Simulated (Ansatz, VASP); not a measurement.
# One calculation of Mg, two programs

```
CELL_PARAMETERS angstrom
-1.78986 1.78986 1.78986
1.78986 -1.78986 1.78986
1.78986 1.78986 -1.78986
ATOMIC_POSITIONS crystal
Mg 0.00000 0.00000 0.00000
```

Alike in both runs: task single point; functional PBE; k mesh 17 × 17 × 17; occupations fermi-dirac, width 0.05 eV; no spin polarisation.

```csv
,VASP,Ansatz
version,VASP 6.6.1,Ansatz 0.2.0
potentials or method,"VASP PAW PBE potentials, release 64 (Mg), cutoff 600 eV","all-electron LAPW, scalar-relativistic"
```

```csv
,VASP,Ansatz,Ansatz less VASP
pressure (GPa),-0.2,0.0,+0.11
```

Ansatz ran all-electron here, and VASP with PAW potentials.
